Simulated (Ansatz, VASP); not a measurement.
## Ga3Se: VASP beside Ansatz

The input INCAR:

```
SYSTEM = Ga3Se
PREC = Accurate ; ENCUT = 520
EDIFF = 1E-6 ; ISMEAR = 0
SIGMA = 0.1 ; LREAL = .False.
LASPH = .True. ; NELM = 60
ALGO = Normal ; ISIF = 2
LWAVE = .False. ; LCHARG = .False.
GGA = PE ; NBANDS = 30
```

File KPOINTS:

```
regular mesh
0
Gamma
  10 10 10
  0 0 0
```

The input POSCAR:

```
Ga3Se
1.0
    4.4441223829      0.0000000000      0.0000000000
    0.0000000000      4.4441223829      0.0000000000
    0.0000000000      0.0000000000      4.4441223829
Ga Se
3 1
Direct
    0.0000000000      0.5000000000      0.5000000000
    0.5000000000      0.0000000000      0.5000000000
    0.5000000000      0.5000000000      0.0000000000
    0.0000000000      0.0000000000      0.0000000000
```

Input for Ansatz:

```yaml
crystal:
  lattice:
    - [4.4441223829, 0.0, 0.0]
    - [0.0, 4.4441223829, 0.0]
    - [0.0, 0.0, 4.4441223829]
  atoms:
    - { symbol: Ga, position: [0.0, 0.5, 0.5] }
    - { symbol: Ga, position: [0.5, 0.0, 0.5] }
    - { symbol: Ga, position: [0.5, 0.5, 0.0] }
    - { symbol: Se, position: [0.0, 0.0, 0.0] }
basis:
  ecutwfc: 420
kpoints:
  mp_grid: { grid: [10, 10, 10] }
hamiltonian:
  xc: pbe
scf:
  occupations: { method: gaussian, width: 0.1 }
output:
  forces: true
  stress: true
  eigenvalues: true
  populations: true
```

Alike in both runs: task single point; functional PBE; k mesh 10 × 10 × 10; occupations gaussian, width 0.1 eV; no spin polarisation.

|  | VASP | Ansatz |
| --- | --- | --- |
| version | VASP 6.6.1 | Ansatz 0.2.0 |
| potentials or method | VASP PAW PBE potentials, release 64 (Ga_d, Se), cutoff 520 eV | scalar-relativistic, plane waves, PAW |
| valence electrons in the cell | 45 | 55 |

```csv
,VASP,Ansatz,Ansatz less VASP
gap on the k mesh at the Fermi level (eV),none,none,-
pressure (GPa),-0.8,-0.9,-0.09
```

A gap of «none» marks a metal or a gap that the smearing closes. VASP's potentials hold 45 valence electrons a cell and Ansatz's 55, so a difference there can come from the potentials and not from the codes.
